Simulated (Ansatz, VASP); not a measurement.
**One calculation of WS2, two programs**

Contents of INCAR:

```
PREC = Accurate
ENCUT = 520
EDIFF = 1E-6
ISMEAR = 0
SIGMA = 0.05
LREAL = False
LASPH = True
NELM = 100
ALGO = Normal
ISIF = 2
LWAVE = False
LCHARG = False
LDIPOL = True
IDIPOL = 3
DIPOL = 0.5 0.5 0.390
GGA = PE
IVDW = 12
NBANDS = 35
```

KPOINTS

```
Automatic mesh
0
Gamma
  9 9 1
```

POSCAR

```
WS2
1.0
    3.1595456682      0.0000000000      0.0000000000
   -1.5797728341      2.7362468131      0.0000000000
    0.0000000000      0.0000000000     23.8042574330
S W
4 2
Direct
    0.3333333333      0.6666666667      0.1890418137
    0.3333333333      0.6666666667      0.3214605092
    0.3333333333      1.0000000000      0.4575706151
    0.3333333333      1.0000000000      0.5899893106
    0.6666666667      0.3333333333      0.2552511584
    0.6666666667      0.6666666667      0.5237799598
```

Input for Ansatz:

```yaml
crystal:
  lattice:
    - [3.1595456682, 0.0, 0.0]
    - [-1.5797728341, 2.7362468131, 0.0]
    - [0.0, 0.0, 23.804257433]
  atoms:
    - { symbol: S, position: [0.3333333333, 0.6666666667, 0.1890418137] }
    - { symbol: W, position: [0.6666666667, 0.3333333333, 0.2552511584] }
    - { symbol: S, position: [0.3333333333, 0.6666666667, 0.3214605092] }
    - { symbol: S, position: [0.3333333333, 1.0, 0.4575706151] }
    - { symbol: W, position: [0.6666666667, 0.6666666667, 0.5237799598] }
    - { symbol: S, position: [0.3333333333, 1.0, 0.5899893106] }
basis:
  ecutwfc: 420
kpoints:
  mp_grid: { grid: [9, 9, 1] }
hamiltonian:
  xc: pbe
  pseudopotentials: { kind: paw, azcp: { folder: soft_1 } }
  dispersion: d3bj
scf:
  occupations: { method: gaussian, width: 0.05 }
output:
  forces: true
  eigenvalues: true
efield:
  axis: 3
  dipole_correction: true
  ramp_width: 0.04
```

Alike in both runs: task single point; functional PBE; dispersion D3(BJ); k mesh 9 × 9 × 1; occupations gaussian, width 0.05 eV; no spin polarisation.

```csv
,VASP,Ansatz
version,VASP 6.6.1,Ansatz 0.2.0
potentials or method,"VASP PAW PBE potentials, release 64 (S, W_sv), cutoff 520 eV","scalar-relativistic, plane waves, PAW"
valence electrons in the cell,52,52
```

```csv
,VASP,Ansatz,Ansatz less VASP
gap on the k mesh at the Fermi level (eV),1.63,1.62,-0.010
least direct gap on the mesh (eV),1.90,1.90,-0.003
rms of the force components (eV/Å),0.027,0.028,+0.0005
```

Neither program's run includes spin-orbit coupling.
